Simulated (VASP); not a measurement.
# ZnGeN3 (I4/mcm) in VASP: a series of runs, part 2 of 2

VASP 6.6.1. The steps go on from the part before.

## Step 4: Relaxation of cell and atoms, PBE

This run uses another cell than the first one, of 9.94 Å³/atom.

INCAR

```
  ALGO = Normal
  EDIFF = 1E-7
  EDIFFG = -0.04
  ENCUT = 600
  GGA = PE
  IBRION = 2
  ISIF = 3
  ISMEAR = 0
  LASPH = T
  LCHARG = F
  LREAL = F
  LWAVE = F
  NELM = 60
  NSW = 90
  PREC = Accurate
  SIGMA = 0.1
```

KPOINTS

```
k-points
0
Gamma
  6 6 6
```

POSCAR

```
ZnGeN3
1.0
   -2.3437982711      2.3437982711      4.5253160548
    2.3437982711     -2.3437982711      4.5253160548
    2.3437982711      2.3437982711     -4.5253160548
Zn Ge N
2 2 6
Direct
    0.7500000000      0.2500000000      0.5000000000
    0.2500000000      0.7500000000      0.5000000000
    0.5000000000      0.5000000000      0.0000000000
    0.0000000000      0.0000000000      0.0000000000
    0.3970303931      0.8970303931      0.2940607862
    0.8970303931      0.6029696069      0.5000000000
    0.7500000000      0.7500000000      0.0000000000
    0.6029696069      0.1029696069      0.7059392138
    0.1029696069      0.3970303931      0.5000000000
    0.2500000000      0.2500000000      0.0000000000
```

Potentials or basis: VASP PAW PBE potentials, release 64 (Zn, Ge_d, N).

Launch:

```bash
> cat potpaw_PBE.64/Zn/POTCAR potpaw_PBE.64/Ge_d/POTCAR potpaw_PBE.64/N/POTCAR > POTCAR
> mpirun -np 1 vasp_std > vasp.out
```

OUTCAR:

```text
EDIFF = 1E-7
   EDIFFG = -0.04
   ENCUT = 600
   GGA = PE
   IBRION = 2
   ISIF = 3
   ISMEAR = 0
   LASPH = T
   LREAL = F
   NELM = 60
   NSW = 90
   PREC = Accurate

 ion  position               nearest neighbor table
   1  0.750  0.250  0.500-   7 2.34  10 2.34   7 2.34  10 2.34   5 2.36   9 2.36   6 2.36   8 2.36

   2  0.250  0.750  0.500-   7 2.34  10 2.34  10 2.34   7 2.34   8 2.36   9 2.36   6 2.36   5 2.36

   3  0.500  0.500  0.000-   5 1.92   8 1.92   6 1.92   9 1.92  10 2.26   7 2.26
   4  0.000  0.000  0.000-   5 1.92   8 1.92   9 1.92   6 1.92  10 2.26   7 2.26
   5  0.397  0.897  0.294-   8 1.37   4 1.92   3 1.92   1 2.36   2 2.36
   6  0.897  0.603  0.500-   9 1.37   4 1.92   3 1.92   2 2.36   1 2.36
   7  0.750  0.750  0.000-   3 2.26   4 2.26   1 2.34   2 2.34   1 2.34   2 2.34
   8  0.603  0.103  0.706-   5 1.37   4 1.92   3 1.92   2 2.36   1 2.36
   9  0.103  0.397  0.500-   6 1.37   3 1.92   4 1.92   2 2.36   1 2.36
  10  0.250  0.250  0.000-   3 2.26   4 2.26   1 2.34   2 2.34   2 2.34   1 2.34

  LATTYP: Found a body centered tetragonal cell.
 ALAT       =     4.6875965422
 C/A-ratio  =     1.9307617514

  Lattice vectors:

 A1 = (  -2.3437982711,   2.3437982711,   4.5253160548)
 A2 = (   2.3437982711,  -2.3437982711,   4.5253160548)
 A3 = (   2.3437982711,   2.3437982711,  -4.5253160548)

Analysis of symmetry for initial positions (statically):
=====================================================================
 Subroutine PRICEL returns:
 Original cell was already a primitive cell.

 Routine SETGRP: Setting up the symmetry group for a
 body centered tetragonal supercell.

 Subroutine GETGRP returns: Found 16 space group operations
 (whereof  8 operations were pure point group operations)
 out of a pool of 16 trial point group operations.

The static configuration has the point symmetry C_4h.
 The point group associated with its full space group is D_4h.

Analysis of symmetry for dynamics (positions and initial velocities):
=====================================================================
 Subroutine PRICEL returns:
 Original cell was already a primitive cell.

 Routine SETGRP: Setting up the symmetry group for a
 body centered tetragonal supercell.

 Subroutine GETGRP returns: Found 16 space group operations
 (whereof  8 operations were pure point group operations)
 out of a pool of 16 trial point group operations.

The dynamic configuration has the point symmetry C_4h.
 The point group associated with its full space group is D_4h.

 Subroutine INISYM returns: Found 16 space group operations
 (whereof  8 operations are pure point group operations),
 and found     1 'primitive' translations

----------------------------------------------------------------------------------------

                                     Primitive cell

  volume of cell :      99.4373

  direct lattice vectors                    reciprocal lattice vectors
    -2.343798271  2.343798271  4.525316055     0.000000000  0.213328940  0.110489520
     2.343798271 -2.343798271  4.525316055     0.213328940  0.000000000  0.110489520
     2.343798271  2.343798271 -4.525316055     0.213328940  0.213328940  0.000000000

  length of vectors
     5.609390882  5.609390882  5.609390882     0.240243981  0.240243981  0.301692680

  position of ions in fractional coordinates (direct lattice)
     0.750000000  0.250000000  0.500000000
     0.250000000  0.750000000  0.500000000
     0.500000000  0.500000000  0.000000000
[... 76 lines left out ...]
   total plane-waves  NPLWV = 110592
   dimension x,y,z NGX =    48 NGY =   48 NGZ =   48
   dimension x,y,z NGXF=    96 NGYF=   96 NGZF=   96
   ions per type =               2   2   6
   NGX,Y,Z   is equivalent  to a cutoff of  14.23, 14.23, 14.23 a.u.
   NGXF,Y,Z  is equivalent  to a cutoff of  28.45, 28.45, 28.45 a.u.
 SYSTEM =  unknown system
   PREC   = accura    normal or accurate (medium, high low for compatibility)
   ISTART =      0    job   : 0-new  1-cont  2-samecut
   ICHARG =      2    charge: 1-file 2-atom 10-const
   ISPIN  =      1    spin polarized calculation?
   LNONCOLLINEAR =      F non collinear calculations
   LSORBIT =      F    spin-orbit coupling
   LASPH  =      T    aspherical Exc in radial PAW
   ENCUT  =  600.0 eV  44.10 Ry    6.64 a.u.  11.20 11.20 11.20*2*pi/ulx,y,z
   NELM   =     60;   NELMIN=  2; NELMDL= -5     # of ELM steps
   EDIFF  = 0.1E-06   stopping-criterion for ELM
   LREAL  =      F    real-space projection
   EDIFFG = -.4E-01   stopping-criterion for IOM
   NSW    =     90    number of steps for IOM
   IBRION =      2    ionic relax: 0-MD 1-quasi-New 2-CG
   NFREE  =      1    steps in history (QN), initial steepest desc. (CG)
   ISIF   =      3    stress and relaxation
   ISYM   =      2    0-nonsym 1-usesym 2-fastsym
   POTIM  = 0.5000    time-step for ionic-motion
   TEBEG  =    0.0;   TEEND  =   0.0 temperature during run
   PSTRESS=    0.0 pullay stress
   NELECT =      82.0000    total number of electrons
   NUPDOWN=      -1.0000    fix difference up-down
   EMIN   =  10.00;   EMAX   =-10.00  energy-range for DOS
   EFERMI =   0.00;   METHOD = LEGACY
   ISMEAR =     0;   SIGMA  =   0.10  broadening in eV -4-tet -1-fermi 0-gaus
   EFERMI_NEDOS =   21; number of points for ismear=-14 and -15
   IALGO  =     38    algorithm
   IMIX   =      4    mixing-type and parameters
     AMIX     =   0.40;   BMIX     =  1.00
     AMIX_MAG =   1.60;   BMIX_MAG =  1.00
  volume/ion in A,a.u.               =       9.94        67.10
  Fermi-wavevector in a.u.,A,eV,Ry     =   1.535193  2.901094 32.066451  2.356818
  Thomas-Fermi vector in A             =   2.642016
   LORBIT       =      0    0 simple, 1 ext, 2 COOP (PROOUT), +10 PAW based schemes
   GGA     = PE    functional components
   LHFCALC =     F    Hartree Fock is set to
   AEXX    =    0.0000 exact exchange contribution
   IVDW    =     0    specifies the selected vdW correction
   LEPSILON=     F    determine dielectric tensor
   LRPA    =     F    only Hartree local field effects (RPA)
 conjugate gradient relaxation of ions
 non-spin polarized calculation
 Gauss-broadening in eV      SIGMA  =   0.10
  energy-cutoff  :      600.00
  volume of cell :       99.44
 maximum number of plane-waves:      3347
 NGX is ok and might be reduce to    48
   NGX = 23   NGY = 23   NGZ = 23

--------------------------------------- Ionic step        1  -------------------------------------------

 number of electron      81.9999997 magnetization

 Free energy of the ion-electron system (eV)
  ---------------------------------------------------
  ext. energy  EPLUGINS =         0.00000000
  ---------------------------------------------------
  free energy    TOTEN  =       -53.95508769 eV

  energy without entropy =      -53.93734308  energy(sigma->0) =      -53.94621538

------------------------ aborting loop because EDIFF is reached ----------------------------------------

  FORCE on cell =-STRESS in cart. coord.  units (eV):
  Direction    XX          YY          ZZ          XY          YZ          ZX
  --------------------------------------------------------------------------------------
  -------------------------------------------------------------------------------------
  Total        0.1084646      0.1084646     -0.2004411      0.0000000     -0.0000000      0.0000000
  in kB        1.7476291      1.7476291     -3.2295948      0.0000000     -0.0000000      0.0000000
  external PRESSURE =       0.0885544 kB  Pullay stress =       0.0000000 kB
[... 75 lines left out ...]
--------------------------------------- Ionic step        3  -------------------------------------------

 number of electron      81.9999997 magnetization

 Free energy of the ion-electron system (eV)
  ---------------------------------------------------
  ext. energy  EPLUGINS =         0.00000000
  ---------------------------------------------------
  free energy    TOTEN  =       -53.95539855 eV

  energy without entropy =      -53.93771394  energy(sigma->0) =      -53.94655625

 E-fermi :   6.3335     XC(G=0): -12.1963

 val. band max:        6.3256739999   @ k =  -0.1667  -0.3333   0.1667
 cond. band min:       6.3361527527   @ k =   0.3333   0.3333   0.1667
 fundamental gap:      0.0104787528
 Fermi energy:         6.3335023949

 k-point     1 :       0.0000    0.0000    0.0000
  band No.  band energies     occupation
      1     -19.3412      2.00000
      2     -19.2342      2.00000
      3     -19.1351      2.00000
      4     -19.1111      2.00000
      5     -19.0872      2.00000
      6     -19.0675      2.00000
[... 1237 lines left out ...]
     48      13.0099      0.00000
     49      13.6315      0.00000

 [... further k-points ...]

------------------------ aborting loop because EDIFF is reached ----------------------------------------

  FORCE on cell =-STRESS in cart. coord.  units (eV):
  Direction    XX          YY          ZZ          XY          YZ          ZX
  --------------------------------------------------------------------------------------
  -------------------------------------------------------------------------------------
  Total        0.0002119      0.0002119     -0.2152371      0.0000000      0.0000000      0.0000000
  in kB        0.0034141      0.0034141     -3.4679041      0.0000000      0.0000000      0.0000000
  external PRESSURE =      -1.1536920 kB  Pullay stress =       0.0000000 kB
[... 25 lines left out ...]
  FREE ENERGIE OF THE ION-ELECTRON SYSTEM (eV)
  ---------------------------------------------------
  free  energy   TOTEN  =       -53.9553985523 eV

  energy  without entropy=      -53.9377139419  energy(sigma->0) =      -53.94655625

 reached required accuracy - stopping structural energy minimisation
```

Run time: 9.3 min. Hardware: 1 thread of Intel Xeon 6975P-C (Granite Rapids), shared host; peak memory 0.42 GiB.

Results:

```yaml
Free_energy: -53.9554 eV
Energy_gained_by_relaxing: 0.0 meV/atom
Ionic_steps: 3
Pressure_after_relaxing: -0.1 GPa
Largest_force_after_relaxing: 0.010 eV/Å
Band_gap_on_the_k_mesh: zero (bands 41 and 42 overlap by 0.47 eV)
```

Forces in eV/Å, atoms in the order of the input:
```
Zn   0.000  0.000  0.000
Zn   0.000  0.000  0.000
Ge   0.000  0.000  0.000
Ge   0.000  0.000  0.000
N    0.007  0.007  0.000
N   -0.007  0.007  0.000
N    0.000  0.000  0.000
N   -0.007 -0.007  0.000
N    0.007 -0.007  0.000
N    0.000  0.000  0.000
```

Step by step:
```
step  energy change (eV)  largest force (eV/Å)  pressure (GPa)  volume (Å³)
   1              0.0000                0.0880            0.01        99.44
   2              0.0009                0.2024           -0.36        99.45
   3             -0.0003                0.0098           -0.12        99.44
```

Final structure:
```
Zn Ge N
1.0
    -2.34420    2.34420    4.52387
     2.34420   -2.34420    4.52387
     2.34420    2.34420   -4.52387
Zn Ge N
2 2 6
Cartesian
  0.0000 2.3442 2.2619
  2.3442 0.0000 2.2619
  0.0000 0.0000 4.5239
  0.0000 0.0000 0.0000
  1.8604 -0.4838 4.5239
  0.4838 1.8604 4.5239
  0.0000 0.0000 6.7858
  0.4838 2.8280 0.0000
  1.8604 0.4838 0.0000
  0.0000 0.0000 2.2619
```

## Step 5: Summary

```tsv
task	cell	k mesh	cutoff (eV)	gap on the mesh (eV)	pressure (GPa)	relaxed volume (Å³/atom)	largest force (eV/Å)
single point	a = 5.590 Å, angles 130.3, 130.3, 72.9°, 10 atoms, atomic positions A	6 × 6 × 6	520	none	0.2	-	0.11
relaxation of cell and atoms	relaxed from a = 5.315 Å, angles 120.0, 120.0, 90.0°, 10 atoms, atomic positions B	4 × 4 × 4	600	none	0.3	9.89	0.02
relaxation of cell and atoms	relaxed from a = 5.609 Å, angles 130.6, 130.6, 72.4°, 10 atoms, atomic positions C	6 × 6 × 6	600	none	-0.1	9.94	0.01
```

Alike in all rows: level PBE; potentials or basis VASP PAW PBE potentials, release 64 (Zn, Ge_d, N); no spin polarisation; smearing gaussian 0.1 eV.

Caveats: some runs use coarse meshes.

Absolute energies hang on the potentials; compare differences alone.

The gap in the log of VASP goes by the Fermi energy; the results here count the filled bands.